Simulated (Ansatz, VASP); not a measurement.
Two plane-wave programs on NaF

```xyz
12
Lattice="6.2953 0.0000 0.0000 0.0000 6.2953 0.0000 0.0000 0.0000 6.2953" Properties=species:S:1:pos:R:3 pbc="T T T"
Na    4.7215    3.1477    0.0000
Na    3.1477    0.0000    4.7215
Na    0.0000    4.7215    3.1477
Na    0.0000    1.5738    3.1477
Na    1.5738    3.1477    0.0000
Na    3.1477    0.0000    1.5738
F     3.1477    4.7215    0.0000
F     4.7215    0.0000    3.1477
F     0.0000    3.1477    4.7215
F     1.5738    0.0000    3.1477
F     0.0000    3.1477    1.5738
F     3.1477    1.5738    0.0000
```

Alike in both runs: functional PBE; k mesh 4 × 4 × 4; occupations gaussian, width 0.1 eV; no spin polarisation.

Ansatz relaxed the structure, and its values are those at the end. VASP's run is a single point on that final structure, the one shown.

```csv
,VASP,Ansatz
version,VASP 6.6.1,Ansatz 0.2.0
potentials or method,"VASP PAW PBE potentials, release 64 (Na_pv, F), cutoff 520 eV","scalar-relativistic, plane waves, PAW"
valence electrons in the cell,84,96
```

```tsv
	VASP	Ansatz	Ansatz less VASP
gap on the k mesh at the Fermi level (eV)	5.15	5.17	+0.015
least direct gap on the mesh (eV)	5.15	5.17	+0.015
pressure (GPa)	0.2	0.2	+0.05
```

VASP's potentials hold 84 valence electrons a cell and Ansatz's 96, so a difference there can come from the potentials and not from the codes.
